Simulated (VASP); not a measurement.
Here is a VASP 6.6.1 calculation.

File INCAR:

```
SYSTEM = ScAl3N4
ALGO = Normal ; EDIFF = 1E-6
ENCUT = 520 ; GGA = PE
ISIF = 2 ; ISMEAR = 0
LASPH = .TRUE. ; LCHARG = .FALSE.
LREAL = Auto ; LWAVE = .FALSE.
NBANDS = 54 ; NELM = 80
PREC = Accurate ; SIGMA = 0.02
```

The input KPOINTS:

```
k-points
0
G
  4 4 6
  0 0 0
```

The input POSCAR:

```
ScAl3N4
1.0
    6.4831549946      0.0000000000      0.0000000000
    0.0000000000      5.6099080262      0.0000000000
    0.0000000000      0.0000000000      5.0646774199
Sc Al N
2 6 8
Direct
    0.0000000000      0.8365687316      0.9908247980
    0.5000000000      0.1634312684      0.4908247980
    0.0000000000      0.1787810440      0.5048895718
    0.5000000000      0.8212189560      0.0048895718
    0.2502942939      0.3377761374      0.0045113991
    0.7502942939      0.6622238626      0.5045113991
    0.2497057061      0.6622238626      0.5045113991
    0.7497057061      0.3377761374      0.0045113991
    0.0000000000      0.1956394809      0.8813122387
    0.0000000000      0.8413794403      0.4186452480
    0.2341348432      0.3439906215      0.3801526727
    0.7658651568      0.3439906215      0.3801526727
    0.5000000000      0.8043605191      0.3813122387
    0.5000000000      0.1586205597      0.9186452480
    0.7341348432      0.6560093785      0.8801526727
    0.2658651568      0.6560093785      0.8801526727
```

Potentials or basis: VASP PAW PBE potentials, release 64 (Sc_sv, Al, N).

Command:

```sh
$ cat potpaw_PBE.64/Sc_sv/POTCAR potpaw_PBE.64/Al/POTCAR potpaw_PBE.64/N/POTCAR > POTCAR
$ mpirun -np 1 vasp_std > vasp.out
```

Question: What does it give for the band gap on the k mesh?

Answer: 3.68 eV.

Question: Estimate the largest force.

Answer: 0.064 eV/Å.

Forces in eV/Å, atoms in the order of the input:
```
Sc   0.000  0.004  0.007
Sc   0.000 -0.004  0.007
Al   0.000  0.003 -0.005
Al   0.000 -0.003 -0.005
Al   0.000  0.005  0.004
Al   0.000 -0.005  0.004
Al   0.000 -0.005  0.004
Al   0.000  0.005  0.004
N    0.000  0.056 -0.017
N    0.000  0.001  0.041
N   -0.054  0.031 -0.017
N    0.054  0.031 -0.017
N    0.000 -0.056 -0.017
N    0.000 -0.001  0.041
N   -0.054 -0.031 -0.017
N    0.054 -0.031 -0.017
```

A k mesh can miss the band edges.
